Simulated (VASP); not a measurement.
Se, 3 atoms in the cell. The structure is trigonal, space group P3_121 (No. 152). Conventional cell: a = 3.953 Å, b = 3.953 Å, c = 5.121 Å, α = 90.00°, β = 90.00°, γ = 120.00°. Within 3.2 Å of Se (site symmetry 2) lie 6 Se at 2.44 to 3.11 Å. 

| Item | Value |
| --- | --- |
| Program | VASP 6.6.1 |
| Task | single point |
| Functional | LDA |
| Potentials or basis | VASP PAW LDA potentials, release 64 (Se) |
| Cutoff | 520 eV |
| k mesh | 8 × 8 × 5 |
| Occupations | fermi-dirac, width 0.05 eV |
| Spin | no spin polarisation |
| Dipole correction | no |
| Further INCAR settings | ALGO = Normal; EDIFF = 1e-07; NBANDS = 16 |

Potentials or basis: VASP PAW LDA potentials, release 64 (Se).

Command:

```bash
$ cat potpaw_LDA.64/Se/POTCAR > POTCAR
$ mpirun -np 1 vasp_std > vasp.out
```

Hardware: 1 thread of Intel(R) Xeon(R) 6975P-C (Granite Rapids), on a shared host.

Question: Estimate the wall time of this run.

Answer: Wall time 17 s on 1 thread of Intel(R) Xeon(R) 6975P-C (Granite Rapids) (shared host), peak memory 0.17 GiB. Counts: scf iterations 13, k points 40.
